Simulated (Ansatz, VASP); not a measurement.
**Zr2O in VASP and in Ansatz**

```
CELL_PARAMETERS angstrom
3.33929 0.00000 0.00000
0.00000 3.33929 0.00000
0.00000 0.00000 10.15358
ATOMIC_POSITIONS crystal
Zr 0.00000 0.50000 0.12494
Zr 0.00000 0.50000 0.62494
Zr 0.50000 0.00000 0.37506
Zr 0.50000 0.00000 0.87506
O 0.00000 0.00000 0.00000
O 0.50000 0.50000 0.50000
```

Alike in both runs: functional r2SCAN; k mesh 4 × 4 × 4; occupations gaussian, width 0.1 eV; no spin polarisation.

Ansatz relaxed the structure, and its values are those at the end. VASP's run is a single point on that final structure, the one shown.

|  | VASP | Ansatz |
| --- | --- | --- |
| version | VASP 6.6.1 | Ansatz 0.2.0 |
| potentials or method | VASP PAW PBE potentials, release 64 (Zr_sv, O), cutoff 520 eV | scalar-relativistic, plane waves, PAW |
| valence electrons in the cell | 60 | 60 |

VASP gave:

```
gap on the k mesh at the Fermi level (eV) : none
pressure (GPa)                            : 0.1
rms of the force components (eV/Å)        : 0.015
```

Task: What did Ansatz give for the same quantities?

Result: gap on the k mesh at the Fermi level (eV): none; pressure (GPa): 0.0; rms of the force components (eV/Å): 0.002.

VASP's potentials were made for PBE, not for r2SCAN. A gap of «none» marks a metal or a gap that the smearing closes.

The k mesh is coarse, so the values compare programs but aren't converged.
